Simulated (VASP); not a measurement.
# InP: single point with PBEsol

Crystal: InP.

```xyz
2
Lattice="0.0000 2.9305 2.9305 2.9305 0.0000 2.9305 2.9305 2.9305 0.0000" Properties=species:S:1:pos:R:3 pbc="T T T"
In    0.0000    0.0000    0.0000
P     1.4652    1.4652    1.4652
```

- Program: VASP 6.6.1
- Task: single point
- Functional: PBEsol
- Potentials or basis: VASP PAW PBE potentials, release 64 (In_d, P)
- Cutoff: 500 eV
- k mesh: 4 × 4 × 4
- Occupations: gaussian, width 0.01 eV
- Spin: no spin polarisation

| Property | Result |
| --- | --- |
| Pressure | 0.8 GPa |
| Band gap on the k mesh | 0.60 eV, direct |

Levels at points of the mesh, in eV from the valence-band top:
| k point | band 6 | band 7 | band 8 | band 9 | band 10 | band 11 | band 12 | band 13 |
| --- | --- | --- | --- | --- | --- | --- | --- | --- |
| (0.00, 0.00, 0.00) | -11.55 | 0.00 | 0.00 | 0.00 | 0.60 | 3.98 | 3.98 | 3.98 |
| (0.50, 0.00, 0.00) | -9.80 | -5.83 | -0.99 | -0.99 | 1.38 | 4.70 | 4.70 | 6.93 |
| (0.50, 0.50, 0.00) | -9.13 | -5.84 | -2.37 | -2.37 | 1.60 | 2.14 | 9.09 | 9.51 |

It took 5.5 s on 1 thread of Intel(R) Xeon(R) 6975P-C (Granite Rapids) (shared host), peak memory 0.16 GiB.

Caveat: the k points lie up to 0.46 Å⁻¹ apart; the PAW data sets were made with another functional, which shifts forces and pressure a little; spin-orbit coupling is left out, which moves the levels of the heavy elements.
